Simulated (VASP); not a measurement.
# ZrH4 (P4/mmm) in VASP: notebook

ZrH4 is run at these levels: PBE; tasks: single point, relaxation of cell and atoms.

Program: VASP 6.6.1. These are calculated values, not measurements. Logs are shortened: lines on timing, memory, paths and dates and some standing lists are left out, and cuts for length are marked.

### 1 The cell of the first run

The structure is tetragonal, space group P4/mmm (No. 123). Conventional cell: a = 3.538 Å, b = 3.538 Å, c = 7.147 Å, α = 90.00°, β = 90.00°, γ = 90.00°. Zr (site symmetry 4mm) has 16 H at 2.28 to 2.89 Å and 1 Zr at 2.89 Å within 3.0 Å. Within 2.2 Å of H (site symmetry 4/mmm) lie 6 H at 1.67 to 1.77 Å. Within 2.3 Å of H (site symmetry 4/mmm) lie 6 H at 1.77 to 1.90 Å. H (site symmetry mmm) has 2 H at 1.77 Å and 4 Zr at 2.28 Å within 2.3 Å. H (site symmetry mmm) has 2 H at 1.77 Å within 2.3 Å. H (site symmetry 4mm) has 2 H at 1.67 to 1.90 Å within 2.2 Å.

### 2 Single point, PBE

Contents of INCAR:

```
SYSTEM = ZrH4
ALGO     = Normal         ! electronic algorithm
EDIFF    = 1E-7           ! SCF threshold, eV
ENCUT    = 520            ! plane-wave cutoff, eV
GGA      = PE             ! functional
ISIF     = 2              ! what is computed and relaxed
ISMEAR   = 0              ! smearing method
LASPH    = .TRUE.         ! aspherical terms in the spheres
LCHARG   = .TRUE.         ! write CHGCAR
LELF     = .TRUE.         ! ELF
LREAL    = .FALSE.        ! projectors in reciprocal space
LVHAR    = .TRUE.       
LWAVE    = .FALSE.        ! write WAVECAR
NBANDS   = 27             ! bands
NELM     = 100            ! most SCF steps
PREC     = Accurate       ! precision mode
SIGMA    = 0.1            ! smearing width, eV
```

Contents of KPOINTS:

```
k-points
0
G
  6 6 4
  0 0 0
```

Contents of POSCAR:

```
ZrH4
1.0
    3.5381133800      0.0000000000      0.0000000000
    0.0000000000      3.5381133800      0.0000000000
    0.0000000000      0.0000000000      7.1472111500
Zr H
2 8
Direct
    0.0000000000      0.0000000000      0.7978880800
    0.0000000000      0.0000000000      0.2021119200
    0.5000000000      0.5000000000      0.0000000000
    0.5000000000      0.5000000000      0.5000000000
    0.0000000000      0.5000000000      0.0000000000
    0.0000000000      0.5000000000      0.5000000000
    0.5000000000      0.0000000000      0.0000000000
    0.5000000000      0.0000000000      0.5000000000
    0.5000000000      0.5000000000      0.7659339100
    0.5000000000      0.5000000000      0.2340660900
```

Potentials or basis: VASP PAW PBE potentials, release 64 (Zr_sv, H).

Run with:

```
$ cat potpaw_PBE.64/Zr_sv/POTCAR potpaw_PBE.64/H/POTCAR > POTCAR
$ mpirun -np 1 vasp_std > vasp.out
```

OUTCAR:

```text
SYSTEM = ZrH4
   EDIFF = 1E-7
   ENCUT = 520
   GGA = PE
   ISIF = 2
   ISMEAR = 0
   LASPH = .TRUE.
   LREAL = .FALSE.
   NELM = 100
   PREC = Accurate

 ion  position               nearest neighbor table
   1  0.000  0.000  0.798-   5 2.28   7 2.28   5 2.28   7 2.28   2 2.89
   2  0.000  0.000  0.202-   5 2.28   7 2.28   5 2.28   7 2.28   1 2.89
   3  0.500  0.500  0.000-
   4  0.500  0.500  0.500-
   5  0.000  0.500  0.000-   1 2.28   2 2.28   1 2.28   2 2.28
   6  0.000  0.500  0.500-
   7  0.500  0.000  0.000-   1 2.28   2 2.28   1 2.28   2 2.28
   8  0.500  0.000  0.500-
   9  0.500  0.500  0.766-
  10  0.500  0.500  0.234-

  LATTYP: Found a simple tetragonal cell.
 ALAT       =     3.5381133800
 C/A-ratio  =     2.0200627799

  Lattice vectors:

 A1 = (   3.5381133800,   0.0000000000,   0.0000000000)
 A2 = (   0.0000000000,   3.5381133800,   0.0000000000)
 A3 = (   0.0000000000,   0.0000000000,   7.1472111500)

Analysis of symmetry for initial positions (statically):
=====================================================================
 Subroutine PRICEL returns:
 Original cell was already a primitive cell.

 Routine SETGRP: Setting up the symmetry group for a
 simple tetragonal supercell.

 Subroutine GETGRP returns: Found 16 space group operations
 (whereof 16 operations were pure point group operations)
 out of a pool of 16 trial point group operations.

The static configuration has the point symmetry D_4h.

Analysis of symmetry for dynamics (positions and initial velocities):
=====================================================================
 Subroutine PRICEL returns:
 Original cell was already a primitive cell.

 Routine SETGRP: Setting up the symmetry group for a
 simple tetragonal supercell.

 Subroutine GETGRP returns: Found 16 space group operations
 (whereof 16 operations were pure point group operations)
 out of a pool of 16 trial point group operations.

The dynamic configuration has the point symmetry D_4h.

 Subroutine INISYM returns: Found 16 space group operations
 (whereof 16 operations are pure point group operations),
 and found     1 'primitive' translations

----------------------------------------------------------------------------------------

                                     Primitive cell

  volume of cell :      89.4705

  direct lattice vectors                    reciprocal lattice vectors
     3.538113380  0.000000000  0.000000000     0.282636505  0.000000000  0.000000000
     0.000000000  3.538113380  0.000000000     0.000000000  0.282636505  0.000000000
     0.000000000  0.000000000  7.147211150     0.000000000  0.000000000  0.139914713

  length of vectors
     3.538113380  3.538113380  7.147211150     0.282636505  0.282636505  0.139914713

  position of ions in fractional coordinates (direct lattice)
     0.000000000  0.000000000  0.797888080
     0.000000000  0.000000000  0.202111920
     0.500000000  0.500000000  0.000000000
     0.500000000  0.500000000  0.500000000
     0.000000000  0.500000000  0.000000000
     0.000000000  0.500000000  0.500000000
     0.500000000  0.000000000  0.000000000
     0.500000000  0.000000000  0.500000000
     0.500000000  0.500000000  0.765933910
     0.500000000  0.500000000  0.234066090

  ion indices of the primitive-cell ions
   primitive index   ion index
                 1           1
                 2           2
                 3           3
                 4           4
                 5           5
                 6           6
                 7           7
                 8           8
                 9           9
                10          10

----------------------------------------------------------------------------------------

 KPOINTS: k-points

Automatic generation of k-mesh.
 Grid dimensions read from file:
 generate k-points for:    6    6    4

 Generating k-lattice:

  Cartesian coordinates                     Fractional coordinates (reciprocal lattice)
     0.047106084  0.000000000  0.000000000     0.166666667  0.000000000  0.000000000
     0.000000000  0.047106084  0.000000000     0.000000000  0.166666667  0.000000000
     0.000000000  0.000000000  0.034978678     0.000000000  0.000000000  0.250000000

  Length of vectors
     0.047106084  0.047106084  0.034978678

  Shift w.r.t. Gamma in fractional coordinates (k-lattice)
     0.000000000  0.000000000  0.000000000

 Subroutine IBZKPT returns following result:
 ===========================================

 Found     30 irreducible k-points:

 Following reciprocal coordinates:
            Coordinates               Weight
  0.000000  0.000000  0.000000      1.000000
  0.166667  0.000000  0.000000      4.000000
  0.333333  0.000000  0.000000      4.000000
  0.500000  0.000000  0.000000      2.000000
  0.166667  0.166667  0.000000      4.000000
  0.333333  0.166667  0.000000      8.000000
[... 16 lines left out ...]
  0.333333  0.000000  0.500000      4.000000
  0.500000  0.000000  0.500000      2.000000
 [... further k-points ...]
   k-points           NKPTS =     30   k-points in BZ     NKDIM =     30   number of bands    NBANDS=     27
   number of dos      NEDOS =    301   number of ions     NIONS =     10
   total plane-waves  NPLWV =  42336
   dimension x,y,z NGX =    28 NGY =   28 NGZ =   54
   dimension x,y,z NGXF=    56 NGYF=   56 NGZF=  108
   ions per type =               2   8
   NGX,Y,Z   is equivalent  to a cutoff of  13.16, 13.16, 12.56 a.u.
   NGXF,Y,Z  is equivalent  to a cutoff of  26.31, 26.31, 25.12 a.u.
 SYSTEM =  ZrH4
   PREC   = accura    normal or accurate (medium, high low for compatibility)
   ISTART =      0    job   : 0-new  1-cont  2-samecut
   ICHARG =      2    charge: 1-file 2-atom 10-const
   ISPIN  =      1    spin polarized calculation?
   LNONCOLLINEAR =      F non collinear calculations
   LSORBIT =      F    spin-orbit coupling
   LASPH  =      T    aspherical Exc in radial PAW
   ENCUT  =  520.0 eV  38.22 Ry    6.18 a.u.   6.58  6.58 13.29*2*pi/ulx,y,z
   NELM   =    100;   NELMIN=  2; NELMDL= -5     # of ELM steps
   EDIFF  = 0.1E-06   stopping-criterion for ELM
   LREAL  =      F    real-space projection
   EDIFFG = 0.1E-05   stopping-criterion for IOM
   NSW    =      0    number of steps for IOM
   IBRION =     -1    ionic relax: 0-MD 1-quasi-New 2-CG
   NFREE  =      0    steps in history (QN), initial steepest desc. (CG)
   ISIF   =      2    stress and relaxation
   ISYM   =      2    0-nonsym 1-usesym 2-fastsym
   POTIM  = 0.5000    time-step for ionic-motion
   TEBEG  =    0.0;   TEEND  =   0.0 temperature during run
   PSTRESS=    0.0 pullay stress
   NELECT =      32.0000    total number of electrons
   NUPDOWN=      -1.0000    fix difference up-down
   EMIN   =  10.00;   EMAX   =-10.00  energy-range for DOS
   EFERMI =   0.00;   METHOD = LEGACY
   ISMEAR =     0;   SIGMA  =   0.10  broadening in eV -4-tet -1-fermi 0-gaus
   EFERMI_NEDOS =   21; number of points for ismear=-14 and -15
   IALGO  =     38    algorithm
   IMIX   =      4    mixing-type and parameters
     AMIX     =   0.40;   BMIX     =  1.00
     AMIX_MAG =   1.60;   BMIX_MAG =  1.00
  volume/ion in A,a.u.               =       8.95        60.38
  Fermi-wavevector in a.u.,A,eV,Ry     =   1.162068  2.195990 18.373328  1.350401
  Thomas-Fermi vector in A             =   2.298633
   LORBIT       =      0    0 simple, 1 ext, 2 COOP (PROOUT), +10 PAW based schemes
   GGA     = PE    functional components
   LHFCALC =     F    Hartree Fock is set to
   AEXX    =    0.0000 exact exchange contribution
   IVDW    =     0    specifies the selected vdW correction
   LEPSILON=     F    determine dielectric tensor
   LRPA    =     F    only Hartree local field effects (RPA)
 non-spin polarized calculation
 Gauss-broadening in eV      SIGMA  =   0.10
  energy-cutoff  :      520.00
  volume of cell :       89.47
 maximum number of plane-waves:      2435
 NGX is ok and might be reduce to    28
   NGX = 13   NGY = 13   NGZ = 27

 number of electron      32.0000002 magnetization

 Free energy of the ion-electron system (eV)
  ---------------------------------------------------
  ext. energy  EPLUGINS =         0.00000000
  ---------------------------------------------------
  free energy    TOTEN  =       -38.50554524 eV

  energy without entropy =      -38.49610527  energy(sigma->0) =      -38.50082525

 E-fermi :   5.0168     XC(G=0):  -9.9696

 val. band max:        4.9870613939   @ k =   0.3333   0.0000   0.0000
 cond. band min:       5.0482839288   @ k =   0.5000   0.1667   0.5000
 fundamental gap:      0.0612225349
 Fermi energy:         5.0167562703

 k-point     1 :       0.0000    0.0000    0.0000
  band No.  band energies     occupation
      1     -44.8668      2.00000
      2     -44.7922      2.00000
      3     -23.1006      2.00000
      4     -22.7776      2.00000
      5     -22.7776      2.00000
      6     -22.7062      2.00000
[... 19 lines left out ...]
     26       8.8218      0.00000
     27      10.8128      0.00000

 k-point     2 :       0.1667    0.0000    0.0000
  band No.  band energies     occupation
      1     -44.8633      2.00000
      2     -44.7889      2.00000
      3     -23.0923      2.00000
      4     -22.8334      2.00000
      5     -22.7731      2.00000
      6     -22.7554      2.00000
[... 19 lines left out ...]
     26       8.8429      0.00000
     27       9.9498      0.00000

 k-point     3 :       0.3333    0.0000    0.0000
  band No.  band energies     occupation
      1     -44.8563      2.00000
      2     -44.7824      2.00000
      3     -23.0754      2.00000
      4     -22.9434      2.00000
      5     -22.8523      2.00000
      6     -22.7641      2.00000
[... 594 lines left out ...]
      1     -44.8559      2.00000
      2     -44.7828      2.00000
      3     -23.0636      2.00000
      4     -22.9417      2.00000
      5     -22.8539      2.00000
      6     -22.7634      2.00000
[... 19 lines left out ...]
     26       9.0553      0.00000
     27      10.3467      0.00000

 k-point    24 :       0.5000    0.0000    0.5000
  band No.  band energies     occupation
      1     -44.8524      2.00000
      2     -44.7795      2.00000
      3     -23.0548      2.00000
      4     -22.9962      2.00000
      5     -22.9020      2.00000
      6     -22.7589      2.00000
[... 19 lines left out ...]
     26       8.7449      0.00000
     27       9.1299      0.00000

 [... further k-points ...]

------------------------ aborting loop because EDIFF is reached ----------------------------------------

  FORCE on cell =-STRESS in cart. coord.  units (eV):
  Direction    XX          YY          ZZ          XY          YZ          ZX
  --------------------------------------------------------------------------------------
  -------------------------------------------------------------------------------------
  Total      -11.9592671    -11.9592671     -5.7388769      0.0000000     -0.0000000     -0.0000000
  in kB     -214.1583654   -214.1583654   -102.7678781      0.0000000     -0.0000000     -0.0000000
  external PRESSURE =    -177.0282030 kB  Pullay stress =       0.0000000 kB

 VOLUME and BASIS-vectors are now :
 -----------------------------------------------------------------------------
  energy-cutoff  :      520.00
  volume of cell :       89.47
      direct lattice vectors                 reciprocal lattice vectors
     3.538113380  0.000000000  0.000000000     0.282636505  0.000000000  0.000000000
     0.000000000  3.538113380  0.000000000     0.000000000  0.282636505  0.000000000
     0.000000000  0.000000000  7.147211150     0.000000000  0.000000000  0.139914713

 POSITION                                       TOTAL-FORCE (eV/Angst)
 -----------------------------------------------------------------------------------
      0.00000      0.00000      5.70267        -0.000000      0.000000     -1.819424
      0.00000      0.00000      1.44454        -0.000000      0.000000      1.819424
      1.76906      1.76906      0.00000         0.000000     -0.000000      0.000000
      1.76906      1.76906      3.57361         0.000000     -0.000000      0.000000
      0.00000      1.76906      0.00000         0.000000     -0.000000      0.000000
      0.00000      1.76906      3.57361         0.000000     -0.000000      0.000000
      1.76906      0.00000      0.00000         0.000000     -0.000000      0.000000
      1.76906      0.00000      3.57361         0.000000     -0.000000      0.000000
      1.76906      1.76906      5.47429         0.000000     -0.000000      0.270083
      1.76906      1.76906      1.67292         0.000000     -0.000000     -0.270083
 -----------------------------------------------------------------------------------
    total drift:                               -0.000000     -0.000000      0.000000

  FREE ENERGIE OF THE ION-ELECTRON SYSTEM (eV)
  ---------------------------------------------------
  free  energy   TOTEN  =       -38.5055452387 eV

  energy  without entropy=      -38.4961052666  energy(sigma->0) =      -38.50082525
```

Run time: 48 s. Hardware: 1 thread of Intel Xeon Platinum 8488C (Sapphire Rapids), shared host; peak memory 0.22 GiB.

Results:

```
Free energy            : -38.5055 eV
Pressure               : -17.7 GPa
Largest force          : 1.819 eV/Å
Band gap on the k mesh : zero (bands 16 and 17 overlap by 0.93 eV)
```

Forces on the atoms (eV/Å):
```
Zr   0.000  0.000 -1.819
Zr   0.000  0.000  1.819
H    0.000  0.000  0.000
H    0.000  0.000  0.000
H    0.000  0.000  0.000
H    0.000  0.000  0.000
H    0.000  0.000  0.000
H    0.000  0.000  0.000
H    0.000  0.000  0.270
H    0.000  0.000 -0.270
```

Levels at points of the mesh, in eV from the Fermi level:
```csv
k point,band 14,band 15,band 16,band 17,band 18,band 19
"(0.00, 0.00, 0.00)",-0.94,-0.11,0.12,0.12,1.93,2.14
"(0.50, 0.00, 0.00)",-1.54,-1.35,-0.92,0.32,0.55,1.05
"(0.50, 0.50, 0.00)",-3.23,-3.23,-1.29,1.00,1.17,1.17
"(0.00, 0.00, 0.50)",-1.65,0.07,0.27,0.27,1.24,2.16
"(0.50, 0.00, 0.50)",-2.30,-0.75,-0.71,0.37,0.68,0.98
"(0.50, 0.50, 0.50)",-3.34,-1.47,-0.59,-0.58,1.28,1.43
```

Caveat: the stress differs along the axes, from -21 to -10 GPa; forces of over 1 eV/Å act on the atoms, so gaps and moduli don't describe the material at rest.

### 3 Relaxation of cell and atoms, PBE

Contents of INCAR:

```
SYSTEM = ZrH4
ALGO = Normal
EDIFF = 1E-7
EDIFFG = -0.04
ENCUT = 600
GGA = PE
IBRION = 2
ISIF = 3
ISMEAR = 0
LASPH = .True.
LCHARG = .False.
LREAL = .False.
LWAVE = .False.
NELM = 100
NSW = 90
PREC = Accurate
SIGMA = 0.1
```

Contents of KPOINTS:

```
k-points
0
Gamma
  6 6 4
  0 0 0
```

POSCAR is that of step 2.

Potentials or basis: VASP PAW PBE potentials, release 64 (Zr_sv, H).

Run with:

```
$ cat potpaw_PBE.64/Zr_sv/POTCAR potpaw_PBE.64/H/POTCAR > POTCAR
$ mpirun -np 1 vasp_std > vasp.out
```

It took 6.8 min on 1 thread of Intel Xeon Platinum 8488C (Sapphire Rapids), shared host; peak memory 0.25 GiB.

The run converged. Its results:

```
Free energy                           : -41.1635 eV
Relaxed volume                        : 6.40 Å³/atom
Relaxed cell                          : a = 3.182 Å, b = 3.182 Å, c = 6.322 Å, α = 90.00°, β = 90.00°, γ = 90.00°
Space group after relaxing (to 0.1 Å) : P4/mmm (No. 123)
Energy gained by relaxing             : 265.7 meV/atom
Ionic steps                           : 13
Pressure after relaxing               : -0.2 GPa
Largest force after relaxing          : 0.023 eV/Å
Band gap on the k mesh                : zero (bands 16 and 17 overlap by 1.65 eV)
```

Forces on the atoms (eV/Å):
```
Zr   0.000  0.000 -0.011
Zr   0.000  0.000  0.011
H    0.000  0.000  0.000
H    0.000  0.000  0.000
H    0.000  0.000  0.000
H    0.000  0.000  0.000
H    0.000  0.000  0.000
H    0.000  0.000  0.000
H    0.000  0.000 -0.023
H    0.000  0.000  0.023
```

Stress tensor (GPa, compression positive):
```
-0.59  0.00  0.00
 0.00 -0.59  0.00
 0.00  0.00  0.48
```

Step by step:
| step | energy change (eV) | largest force (eV/Å) | pressure (GPa) | volume (Å³) |
| --- | --- | --- | --- | --- |
| 1 | 0.0000 | 1.8194 | -17.60 | 89.47 |
| 2 | -1.5911 | 1.5324 | -13.05 | 77.31 |
| 3 | -2.4064 | 1.2022 | -1.98 | 66.42 |
| 4 | -2.4397 | 1.0456 | 3.99 | 62.99 |
| 5 | -2.4456 | 1.0868 | 2.49 | 63.77 |
| 6 | -2.5599 | 0.3291 | 0.28 | 64.06 |
| 7 | -2.5892 | 0.1677 | -0.50 | 64.24 |
| 8 | -2.5588 | 0.7014 | -0.94 | 64.58 |
| 9 | -2.5945 | 0.1659 | -0.78 | 64.32 |
| 10 | -2.6247 | 0.1641 | -0.19 | 63.93 |
| 11 | -2.6430 | 0.2766 | 1.09 | 63.32 |
| 12 | -2.6440 | 0.3091 | 1.45 | 63.16 |
| 13 | -2.6571 | 0.0234 | -0.24 | 64.01 |

Final structure:
```cif
data_structure
_symmetry_space_group_name_H-M 'P 1'
_symmetry_Int_Tables_number 1
_cell_length_a 3.1821
_cell_length_b 3.1821
_cell_length_c 6.3220
_cell_angle_alpha 90.000
_cell_angle_beta 90.000
_cell_angle_gamma 90.000
_cell_volume 64.01
loop_
_atom_site_label
_atom_site_type_symbol
_atom_site_fract_x
_atom_site_fract_y
_atom_site_fract_z
_atom_site_occupancy
Zr1 Zr 0.00000 0.00000 0.75053 1
Zr2 Zr 0.00000 0.00000 0.24947 1
H1 H 0.50000 0.50000 0.00000 1
H2 H 0.50000 0.50000 0.50000 1
H3 H 0.00000 0.50000 0.00000 1
H4 H 0.00000 0.50000 0.50000 1
H5 H 0.50000 0.00000 0.00000 1
H6 H 0.50000 0.00000 0.50000 1
H7 H 0.50000 0.50000 0.76004 1
H8 H 0.50000 0.50000 0.23996 1
```

Levels at points of the mesh, in eV from the Fermi level:
| k point | band 14 | band 15 | band 16 | band 17 | band 18 | band 19 |
| --- | --- | --- | --- | --- | --- | --- |
| (0.00, 0.00, 0.00) | -1.85 | -1.21 | 0.14 | 0.14 | 3.06 | 3.10 |
| (0.50, 0.00, 0.00) | -2.10 | -1.88 | -1.15 | 0.17 | 0.25 | 0.90 |
| (0.50, 0.50, 0.00) | -4.83 | -4.83 | -2.16 | 1.01 | 1.01 | 1.26 |
| (0.00, 0.00, 0.50) | -3.96 | 1.20 | 1.20 | 1.24 | 1.24 | 1.83 |
| (0.50, 0.00, 0.50) | -3.61 | -1.30 | -1.29 | 0.52 | 0.55 | 1.90 |
| (0.50, 0.50, 0.50) | -5.94 | -1.88 | -1.53 | -0.03 | -0.01 | 2.73 |

Caveat: the volume moved by over 15 % at a fixed basis, so the end points are rough.

The gap in the log of VASP goes by the Fermi energy; the results here count the filled bands.